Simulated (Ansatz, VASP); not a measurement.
## Two plane-wave programs on AlGaN2

```
Al Ga N
1.0
     3.11529    0.00000    0.00000
     0.00000    3.11529    0.00000
     0.00000    0.00000    4.38433
Al Ga N
1 1 2
Direct
  0.50000 0.50000 0.50000
  0.00000 0.00000 0.00000
  0.50000 0.00000 0.74005
  0.00000 0.50000 0.25995
```

Alike in both runs: functional LDA; k mesh 8 × 8 × 6; occupations gaussian, width 0.02 eV; no spin polarisation.

Ansatz relaxed the structure, and its values are those at the end. VASP's run is a single point on that final structure, the one shown.

|  | VASP | Ansatz |
| --- | --- | --- |
| version | VASP 6.6.1 | Ansatz 0.2.0 |
| potentials or method | VASP PAW LDA potentials, release 64 (Al, Ga_d, N), cutoff 520 eV | scalar-relativistic, plane waves, PAW |
| valence electrons in the cell | 26 | 26 |

|  | VASP | Ansatz | Ansatz less VASP |
| --- | --- | --- | --- |
| gap on the k mesh at the Fermi level (eV) | 3.07 | 3.05 | -0.011 |
| least direct gap on the mesh (eV) | 3.07 | 3.05 | -0.011 |
| pressure (GPa) | 0.9 | 0.0 | -0.88 |
| rms of the force components (eV/Å) | 0.012 | 0.000 | -0.0122 |

LDA's correlation is that of Perdew and Zunger in VASP and of Perdew and Wang (1992) in Ansatz.
